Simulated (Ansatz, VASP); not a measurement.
One calculation of Cd27Te26, two programs

```xyz
53
Lattice="0.0000 9.6150 9.6150 9.6150 0.0000 9.6150 9.6150 9.6150 0.0000" Properties=species:S:1:pos:R:3 pbc="T T T"
Cd    0.3764    0.3781    0.3776
Cd    2.8373    2.8393    0.3673
Cd    6.4121    6.4112    0.0278
Cd    2.8331    0.3734    2.8338
Cd    6.3659    3.2147    3.2152
Cd    9.6048    6.4551    3.2145
Cd    6.4118    0.0305    6.4092
Cd    9.6049    3.2148    6.4544
Cd   12.7939    6.4104    6.4095
Cd    0.3874    2.8186    2.8178
Cd    3.2136    6.3644    3.2164
Cd    6.4565    9.6058    3.2163
Cd    3.2147    3.2174    6.3633
Cd    6.4094    6.4108    6.4105
Cd    9.6041    9.6068    6.3643
Cd    6.4571    3.2168    9.6053
Cd    9.6037    6.3650    9.6065
Cd   12.8071    9.6297    9.6286
Cd    0.0328    6.4095    6.4080
Cd    3.2143    9.6053    6.4557
Cd    6.4131   12.7915    6.4078
Cd    3.2148    6.4569    9.6044
Cd    6.3652    9.6057    9.6060
Cd    9.6306   12.8061    9.6284
Cd    6.4132    6.4094   12.7888
Cd    9.6305    9.6293   12.8053
Cd   12.8072   12.8061   12.8050
Te    4.7063    4.7063    1.5338
Te    8.1174    8.1177    1.5323
Te    4.7044    1.5344    4.7043
Te    8.0169    4.8037    4.8032
Te   11.2877    8.1159    4.7045
Te    8.1179    1.5330    8.1173
Te   11.2859    4.7068    8.1139
Te   14.4211    8.0170    8.0151
Te    1.5307    4.6995    4.6988
Te    4.8024    8.0179    4.8029
Te    8.1210   11.2907    4.6993
Te    4.8027    4.8035    8.0177
Te    8.0172    8.0181    8.0174
Te   11.2188   11.2178    7.9890
Te    8.1212    4.6997   11.2896
Te   11.2186    7.9902   11.2167
Te   14.4467   11.2177   11.2170
Te    1.5318    8.1189    8.1179
Te    4.7060   11.2875    8.1146
Te    8.0181   14.4200    8.0146
Te    4.7039    8.1167   11.2876
Te    7.9912   11.2182   11.2172
Te   11.2183   14.4457   11.2174
Te    8.0174    8.0159   14.4188
Te   11.2183   11.2183   14.4445
Te   14.4212   14.4196   14.4177
```

Alike in both runs: functional PBE; k mesh 1 × 1 × 1; occupations gaussian, width 0.05 eV; collinear spin.

Ansatz relaxed the structure, and its values are those at the end. VASP's run is a single point on that final structure, the one shown.

```csv
,VASP,Ansatz
version,VASP 6.6.1,Ansatz 0.2.0
potentials or method,"VASP PAW PBE potentials, release 64 (Cd, Te), cutoff 400 eV","scalar-relativistic, plane waves, PAW"
valence electrons in the cell,480,956
```

VASP gave:

```
rms of the force components (eV/Å) : 0.007
net moment per atom (μB)           : 0.00
```

Estimate Ansatz's values.

rms of the force components (eV/Å): 0.004; net moment per atom (μB): 0.00.

VASP's potentials hold 480 valence electrons a cell and Ansatz's 956, so a difference there can come from the potentials and not from the codes. Ansatz's warnings: seeded moment not kept.

Neither program's run includes spin-orbit coupling.
